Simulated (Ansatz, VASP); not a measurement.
**Two plane-wave programs on In5O**

The input INCAR:

```
SYSTEM = In5O
PREC = Accurate ; ENCUT = 520
EDIFF = 1E-6 ; ISMEAR = 0
SIGMA = 0.1 ; LREAL = .FALSE.
LASPH = .TRUE. ; NELM = 150
ALGO = Normal ; ISIF = 2
LWAVE = .FALSE. ; LCHARG = .TRUE.
ISPIN = 2 ; MAGMOM = 0 0 0 0 0 1
LORBIT = 11 ; GGA = PE
LELF = .TRUE. ; LVHAR = .TRUE.
NBANDS = 48
```

Contents of KPOINTS:

```
Automatic mesh
0
G
  6 6 4
  0 0 0
```

File POSCAR:

```
In5O
1.0
    4.9379708900      0.0000000000      0.0000000000
   -2.4689854500      4.2764082400      0.0000000000
    0.0000000000      0.0000000000      6.7030524100
In O
5 1
Direct
    0.6666666700      0.3333333300      0.7959949400
    0.0000000000      0.0000000000      0.0000000000
    0.6666666700      0.3333333300      0.2040050600
    0.3333333300      0.6666666700      0.2040050600
    0.3333333300      0.6666666700      0.7959949400
    0.0000000000      0.0000000000      0.5000000000
```

Input for Ansatz:

```yaml
crystal:
  lattice:
    - [4.93797089, 0.0, 0.0]
    - [-2.46898545, 4.27640824, 0.0]
    - [0.0, 0.0, 6.70305241]
  atoms:
    - { symbol: In, position: [0.66666667, 0.33333333, 0.79599494] }
    - { symbol: In, position: [0.0, 0.0, 0.0] }
    - { symbol: In, position: [0.66666667, 0.33333333, 0.20400506] }
    - { symbol: In, position: [0.33333333, 0.66666667, 0.20400506] }
    - { symbol: In, position: [0.33333333, 0.66666667, 0.79599494] }
    - { symbol: O, position: [0.0, 0.0, 0.5], spin: 1.0 }
basis:
  ecutwfc: 420
kpoints:
  mp_grid: { grid: [6, 6, 4] }
hamiltonian:
  xc: pbe
scf:
  occupations: { method: gaussian, width: 0.1 }
  lower_state_search: "off"
output:
  forces: true
  stress: true
  eigenvalues: true
  populations: true
magnetization:
  spin_polarized: true
```

Change from the starting cell: species swapped into the BaSn5 type (P6/mmm, No. 191).

Alike in both runs: task single point; functional PBE; k mesh 6 × 6 × 4; occupations gaussian, width 0.1 eV; collinear spin.

|  | VASP | Ansatz |
| --- | --- | --- |
| version | VASP 6.6.1 | Ansatz 0.2.0 |
| potentials or method | VASP PAW PBE potentials, release 64 (In_d, O), cutoff 520 eV | scalar-relativistic, plane waves, PAW |
| valence electrons in the cell | 71 | 71 |

VASP gave:

- gap on the k mesh at the Fermi level (eV): none
- pressure (GPa): 8.5
- traceless stress, the component that is largest in VASP (GPa): -1.28
- rms of the force components (eV/Å): 1.206
- net moment per atom (μB): 0.00

Task: Which values does Ansatz return?

Result: gap on the k mesh at the Fermi level (eV): none; pressure (GPa): 8.6; traceless stress, the component that is largest in VASP (GPa): -1.28; rms of the force components (eV/Å): 1.204; net moment per atom (μB): 0.00.

Atom by atom the forces differ by 0.002 eV/Å (rms over components). A gap of «none» marks a metal or a gap that the smearing closes. Ansatz's warnings: seeded moment not kept.
